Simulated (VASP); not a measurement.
# Al2O3 (R-3c) in VASP: a series of runs

Al2O3 is run at these levels: LDA; tasks: single point, relaxation of cell and atoms.

All numbers are computed with VASP 6.6.1; they aren't measurements. Logs are shortened: lines on timing, memory, paths and dates and some standing lists are left out, and cuts for length are marked.

**Experimental background.**

From “Multi-petahertz electron interference in Cr:Al2O3 solid-state material”, 2018, pmc:5906618, for a bulk crystal of Al2O3: band gap 8.7 eV (optical).

How close the calculation comes is told below.

### 1 The cell of the first run

The structure is trigonal, space group R-3c (No. 167). The conventional cell has a = 4.729 Å, b = 4.729 Å, c = 12.891 Å, α = 90.00°, β = 90.00°, γ = 120.00°. Within 2.4 Å of Al (site symmetry 3) lie 6 O at 1.84 to 1.96 Å. O (site symmetry 2) has 4 Al at 1.84 to 1.96 Å within 2.4 Å.

### 2 Single point, LDA

Input file INCAR:

```
PREC = Accurate
ENCUT = 520
EDIFF = 1E-6
ISMEAR = 0
SIGMA = 0.02
LREAL = False
LASPH = True
NELM = 60
ALGO = Normal
ISIF = 2
LWAVE = False
LCHARG = True
LELF = True
LVHAR = True
NBANDS = 35
```

Input file KPOINTS:

```
Automatic mesh
0
Gamma
  6 6 6
```

Input file POSCAR:

```
Al2O3
1.0
    2.3646069436      1.3652064554      4.2970570785
   -2.3646069436      1.3652064554      4.2970570785
    0.0000000000     -2.7304129108      4.2970570785
Al O
4 6
Direct
    0.8520258515      0.8520258515      0.8520258515
    0.6479741485      0.6479741485      0.6479741485
    0.1479741485      0.1479741485      0.1479741485
    0.3520258515      0.3520258515      0.3520258515
    0.0558630971      0.4441369029      0.7500000000
    0.7500000000      0.0558630971      0.4441369029
    0.4441369029      0.7500000000      0.0558630971
    0.9441369029      0.5558630971      0.2500000000
    0.2500000000      0.9441369029      0.5558630971
    0.5558630971      0.2500000000      0.9441369029
```

Potentials or basis: VASP PAW LDA potentials, release 64 (Al, O).

Run with:

```sh
$ cat potpaw_LDA.64/Al/POTCAR potpaw_LDA.64/O/POTCAR > POTCAR
$ mpirun -np 1 vasp_std > vasp.out
```

OUTCAR:

```text
PREC = Accurate
   ENCUT = 520
   EDIFF = 1E-6
   ISMEAR = 0
   LREAL = False
   LASPH = True
   NELM = 60
   ISIF = 2

 ion  position               nearest neighbor table
   1  0.852  0.852  0.852-   9 1.84   8 1.84  10 1.84   7 1.96   6 1.96   5 1.96   2 2.63   3 2.77
                             3 2.77   3 2.77   2 3.20   2 3.20   2 3.20
   2  0.648  0.648  0.648-  10 1.84   8 1.84   9 1.84   7 1.96   6 1.96   5 1.96   1 2.63   4 2.77
                             4 2.77   4 2.77   1 3.20   1 3.20   1 3.20
   3  0.148  0.148  0.148-   6 1.84   5 1.84   7 1.84   9 1.96  10 1.96   8 1.96   4 2.63   1 2.77
                             1 2.77   1 2.77   4 3.20   4 3.20   4 3.20
   4  0.352  0.352  0.352-   7 1.84   5 1.84   6 1.84   9 1.96  10 1.96   8 1.96   3 2.63   2 2.77
                             2 2.77   2 2.77   3 3.20   3 3.20   3 3.20
   5  0.056  0.444  0.750-   3 1.84   4 1.84   1 1.96   2 1.96
   6  0.750  0.056  0.444-   3 1.84   4 1.84   1 1.96   2 1.96
   7  0.444  0.750  0.056-   4 1.84   3 1.84   1 1.96   2 1.96
   8  0.944  0.556  0.250-   1 1.84   2 1.84   3 1.96   4 1.96
   9  0.250  0.944  0.556-   1 1.84   2 1.84   3 1.96   4 1.96
  10  0.556  0.250  0.944-   2 1.84   1 1.84   3 1.96   4 1.96

  LATTYP: Found a trigonal (rhomboedric) cell.
 ALAT       =     5.0911545056
 COS(alpha) =     0.5685650116

  Lattice vectors:

 A1 = (   2.3646069436,   1.3652064554,   4.2970570785)
 A2 = (  -2.3646069436,   1.3652064554,   4.2970570785)
 A3 = (   0.0000000000,  -2.7304129108,   4.2970570785)

Analysis of symmetry for initial positions (statically):
=====================================================================
 Subroutine PRICEL returns:
 Original cell was already a primitive cell.

 Routine SETGRP: Setting up the symmetry group for a
 trigonal (rhombohedral) supercell.

 Subroutine GETGRP returns: Found 12 space group operations
 (whereof  6 operations were pure point group operations)
 out of a pool of 12 trial point group operations.

The static configuration has the point symmetry S_6 .
 The point group associated with its full space group is D_3d.

Analysis of symmetry for dynamics (positions and initial velocities):
=====================================================================
 Subroutine PRICEL returns:
 Original cell was already a primitive cell.

 Routine SETGRP: Setting up the symmetry group for a
 trigonal (rhombohedral) supercell.

 Subroutine GETGRP returns: Found 12 space group operations
 (whereof  6 operations were pure point group operations)
 out of a pool of 12 trial point group operations.

The dynamic configuration has the point symmetry S_6 .
 The point group associated with its full space group is D_3d.

 Subroutine INISYM returns: Found 12 space group operations
 (whereof  6 operations are pure point group operations),
 and found     1 'primitive' translations

----------------------------------------------------------------------------------------

                                     Primitive cell

  volume of cell :      83.2300

  direct lattice vectors                    reciprocal lattice vectors
     2.364606944  1.365206455  4.297057078     0.211451633  0.122081657  0.077572470
    -2.364606944  1.365206455  4.297057078    -0.211451633  0.122081657  0.077572470
     0.000000000 -2.730412911  4.297057078     0.000000000 -0.244163315  0.077572470

  length of vectors
     5.091154506  5.091154506  5.091154506     0.256189798  0.256189798  0.256189798

  position of ions in fractional coordinates (direct lattice)
     0.852025852  0.852025852  0.852025852
     0.647974148  0.647974148  0.647974148
     0.147974148  0.147974148  0.147974148
     0.352025852  0.352025852  0.352025852
     0.055863097  0.444136903  0.750000000
     0.750000000  0.055863097  0.444136903
     0.444136903  0.750000000  0.055863097
     0.944136903  0.555863097  0.250000000
     0.250000000  0.944136903  0.555863097
     0.555863097  0.250000000  0.944136903

  ion indices of the primitive-cell ions
   primitive index   ion index
                 1           1
                 2           2
                 3           3
                 4           4
                 5           5
                 6           6
                 7           7
                 8           8
                 9           9
                10          10

----------------------------------------------------------------------------------------

 KPOINTS: Automatic mesh

Automatic generation of k-mesh.
 Grid dimensions read from file:
 generate k-points for:    6    6    6

 Generating k-lattice:

  Cartesian coordinates                     Fractional coordinates (reciprocal lattice)
     0.035241939  0.020346943  0.012928745     0.166666667 -0.000000000 -0.000000000
    -0.035241939  0.020346943  0.012928745    -0.000000000  0.166666667 -0.000000000
     0.000000000 -0.040693886  0.012928745    -0.000000000 -0.000000000  0.166666667

  Length of vectors
     0.042698300  0.042698300  0.042698300

  Shift w.r.t. Gamma in fractional coordinates (k-lattice)
     0.000000000  0.000000000  0.000000000

 Subroutine IBZKPT returns following result:
 ===========================================

 Found     32 irreducible k-points:

 Following reciprocal coordinates:
            Coordinates               Weight
  0.000000  0.000000  0.000000      1.000000
  0.166667  0.000000 -0.000000      6.000000
  0.333333  0.000000 -0.000000      6.000000
  0.500000  0.000000  0.000000      3.000000
  0.166667  0.166667 -0.000000      6.000000
  0.333333  0.166667  0.000000     12.000000
[... 16 lines left out ...]
  0.500000  0.500000  0.166667      6.000000
 -0.333333  0.500000  0.166667     12.000000
 [... further k-points ...]
   k-points           NKPTS =     32   k-points in BZ     NKDIM =     32   number of bands    NBANDS=     35
   number of dos      NEDOS =    301   number of ions     NIONS =     10
   total plane-waves  NPLWV =  64000
   dimension x,y,z NGX =    40 NGY =   40 NGZ =   40
   dimension x,y,z NGXF=    80 NGYF=   80 NGZF=   80
   ions per type =               4   6
   NGX,Y,Z   is equivalent  to a cutoff of  13.06, 13.06, 13.06 a.u.
   NGXF,Y,Z  is equivalent  to a cutoff of  26.12, 26.12, 26.12 a.u.
 SYSTEM =  unknown system
   PREC   = accura    normal or accurate (medium, high low for compatibility)
   ISTART =      0    job   : 0-new  1-cont  2-samecut
   ICHARG =      2    charge: 1-file 2-atom 10-const
   ISPIN  =      1    spin polarized calculation?
   LNONCOLLINEAR =      F non collinear calculations
   LSORBIT =      F    spin-orbit coupling
   LASPH  =      T    aspherical Exc in radial PAW
   ENCUT  =  520.0 eV  38.22 Ry    6.18 a.u.   9.47  9.47  9.47*2*pi/ulx,y,z
   NELM   =     60;   NELMIN=  2; NELMDL= -5     # of ELM steps
   EDIFF  = 0.1E-05   stopping-criterion for ELM
   LREAL  =      F    real-space projection
   EDIFFG = 0.1E-04   stopping-criterion for IOM
   NSW    =      0    number of steps for IOM
   IBRION =     -1    ionic relax: 0-MD 1-quasi-New 2-CG
   NFREE  =      0    steps in history (QN), initial steepest desc. (CG)
   ISIF   =      2    stress and relaxation
   ISYM   =      2    0-nonsym 1-usesym 2-fastsym
   POTIM  = 0.5000    time-step for ionic-motion
   TEBEG  =    0.0;   TEEND  =   0.0 temperature during run
   PSTRESS=    0.0 pullay stress
   NELECT =      48.0000    total number of electrons
   NUPDOWN=      -1.0000    fix difference up-down
   EMIN   =  10.00;   EMAX   =-10.00  energy-range for DOS
   EFERMI =   0.00;   METHOD = LEGACY
   ISMEAR =     0;   SIGMA  =   0.02  broadening in eV -4-tet -1-fermi 0-gaus
   EFERMI_NEDOS =   21; number of points for ismear=-14 and -15
   IALGO  =     38    algorithm
   IMIX   =      4    mixing-type and parameters
     AMIX     =   0.40;   BMIX     =  1.00
     AMIX_MAG =   1.60;   BMIX_MAG =  1.00
  volume/ion in A,a.u.               =       8.32        56.17
  Fermi-wavevector in a.u.,A,eV,Ry     =   1.362685  2.575101 25.264786  1.856909
  Thomas-Fermi vector in A             =   2.489153
   LORBIT       =      0    0 simple, 1 ext, 2 COOP (PROOUT), +10 PAW based schemes
   GGA     = CA    functional components
   LHFCALC =     F    Hartree Fock is set to
   AEXX    =    0.0000 exact exchange contribution
   IVDW    =     0    specifies the selected vdW correction
   LEPSILON=     F    determine dielectric tensor
   LRPA    =     F    only Hartree local field effects (RPA)
 non-spin polarized calculation
 Gauss-broadening in eV      SIGMA  =   0.02
  energy-cutoff  :      520.00
  volume of cell :       83.23
 maximum number of plane-waves:      2259
 NGX is ok and might be reduce to    40
   NGX = 19   NGY = 19   NGZ = 19

 number of electron      48.0000010 magnetization

 Free energy of the ion-electron system (eV)
  ---------------------------------------------------
  ext. energy  EPLUGINS =         0.00000000
  ---------------------------------------------------
  free energy    TOTEN  =       -83.10345972 eV

  energy without entropy =      -83.10345972  energy(sigma->0) =      -83.10345972

 E-fermi :   6.1647     XC(G=0): -12.2690

 val. band max:        6.0686040713   @ k =   0.0000   0.0000   0.0000
 cond. band min:      12.5083199400   @ k =   0.0000   0.0000   0.0000
 fundamental gap:      6.4397158687
 Fermi energy:         6.1647091729

 k-point     1 :       0.0000    0.0000    0.0000
  band No.  band energies     occupation
      1     -13.1209      2.00000
      2     -10.6021      2.00000
      3     -10.2964      2.00000
      4     -10.2964      2.00000
      5      -9.9543      2.00000
      6      -9.9543      2.00000
[... 27 lines left out ...]
     34      19.8193      0.00000
     35      20.6789      0.00000

 k-point     2 :       0.1667    0.0000   -0.0000
  band No.  band energies     occupation
      1     -12.9690      2.00000
      2     -10.6877      2.00000
      3     -10.3859      2.00000
      4     -10.3276      2.00000
      5     -10.0286      2.00000
      6      -9.9650      2.00000
[... 27 lines left out ...]
     34      19.0737      0.00000
     35      20.3348      0.00000

 k-point     3 :       0.3333    0.0000   -0.0000
  band No.  band energies     occupation
      1     -12.5362      2.00000
      2     -11.1943      2.00000
      3     -10.3593      2.00000
      4     -10.3295      2.00000
      5     -10.1855      2.00000
      6     -10.0358      2.00000
[... 27 lines left out ...]
     34      19.4636      0.00000
     35      19.5427      0.00000

 k-point     4 :       0.5000    0.0000    0.0000
  band No.  band energies     occupation
      1     -11.8961      2.00000
      2     -11.8961      2.00000
      3     -10.3156      2.00000
      4     -10.3156      2.00000
      5     -10.1770      2.00000
      6     -10.1770      2.00000
[... 27 lines left out ...]
     34      18.7596      0.00000
     35      19.1471      0.00000

 k-point     5 :       0.1667    0.1667   -0.0000
  band No.  band energies     occupation
      1     -12.9276      2.00000
      2     -10.6961      2.00000
      3     -10.4245      2.00000
      4     -10.3250      2.00000
      5     -10.1006      2.00000
      6      -9.9376      2.00000
[... 638 lines left out ...]
 k-point    22 :      -0.1667    0.3333    0.1667
  band No.  band energies     occupation
      1     -12.1902      2.00000
      2     -11.1773      2.00000
      3     -10.7235      2.00000
      4     -10.5673      2.00000
      5     -10.1883      2.00000
      6     -10.0093      2.00000
[... 27 lines left out ...]
     34      19.3244      0.00000
     35      19.5327      0.00000

 k-point    23 :       0.5000    0.5000    0.1667
  band No.  band energies     occupation
      1     -12.0297      2.00000
      2     -11.2729      2.00000
      3     -10.8867      2.00000
      4     -10.6238      2.00000
      5     -10.2146      2.00000
      6      -9.9035      2.00000
[... 27 lines left out ...]
     34      19.3556      0.00000
     35      19.8012      0.00000

 k-point    24 :      -0.3333    0.5000    0.1667
  band No.  band energies     occupation
      1     -11.7283      2.00000
      2     -11.3236      2.00000
      3     -11.0513      2.00000
      4     -10.8060      2.00000
      5     -10.1584      2.00000
      6      -9.9291      2.00000
[... 27 lines left out ...]
     34      19.3833      0.00000
     35      19.5799      0.00000

 [... further k-points ...]

------------------------ aborting loop because EDIFF is reached ----------------------------------------

  FORCE on cell =-STRESS in cart. coord.  units (eV):
  Direction    XX          YY          ZZ          XY          YZ          ZX
  --------------------------------------------------------------------------------------
  -------------------------------------------------------------------------------------
  Total        0.4659207      0.4659207      0.3563512      0.0000000      0.0000000      0.0000000
  in kB        8.9689765      8.9689765      6.8597627      0.0000000      0.0000000      0.0000000
  external PRESSURE =       8.2659053 kB  Pullay stress =       0.0000000 kB

 VOLUME and BASIS-vectors are now :
 -----------------------------------------------------------------------------
  energy-cutoff  :      520.00
  volume of cell :       83.23
      direct lattice vectors                 reciprocal lattice vectors
     2.364606944  1.365206455  4.297057078     0.211451633  0.122081657  0.077572470
    -2.364606944  1.365206455  4.297057078    -0.211451633  0.122081657  0.077572470
     0.000000000 -2.730412911  4.297057078     0.000000000 -0.244163315  0.077572470

 POSITION                                       TOTAL-FORCE (eV/Angst)
 -----------------------------------------------------------------------------------
      0.00000      0.00000     10.98361         0.000000     -0.000000     -0.012023
      0.00000      0.00000      8.35315         0.000000      0.000000      0.012023
      0.00000      0.00000      1.90756         0.000000      0.000000      0.012023
      0.00000      0.00000      4.53803         0.000000      0.000000     -0.012023
     -0.91811     -1.36521      5.37132        -0.009075     -0.000000      0.000000
      1.64136     -0.11251      5.37132         0.004537     -0.007859      0.000000
     -0.72325      1.47771      5.37132         0.004537      0.007859      0.000000
      0.91811      1.36521      7.51985         0.009075     -0.000000      0.000000
     -1.64136      0.11251      7.51985        -0.004537      0.007859      0.000000
      0.72325     -1.47771      7.51985        -0.004537     -0.007859      0.000000
 -----------------------------------------------------------------------------------
    total drift:                               -0.000000      0.000000      0.000000

  FREE ENERGIE OF THE ION-ELECTRON SYSTEM (eV)
  ---------------------------------------------------
  free  energy   TOTEN  =       -83.1034597209 eV

  energy  without entropy=      -83.1034597209  energy(sigma->0) =      -83.10345972
```

Wall time 79 s (1 thread of Intel Xeon Platinum 8488C (Sapphire Rapids), shared host); peak memory 0.22 GiB.

Results:

| Item | Value |
| --- | --- |
| Free energy | -83.1035 eV |
| Pressure | 0.8 GPa |
| Largest force | 0.012 eV/Å |
| Band gap on the k mesh | 6.44 eV |

Forces on the atoms (eV/Å):
```
Al   0.000  0.000 -0.012
Al   0.000  0.000  0.012
Al   0.000  0.000  0.012
Al   0.000  0.000 -0.012
O   -0.009  0.000  0.000
O    0.005 -0.008  0.000
O    0.005  0.008  0.000
O    0.009  0.000  0.000
O   -0.005  0.008  0.000
O   -0.005 -0.008  0.000
```

(Part 1 of 2 ends here.)
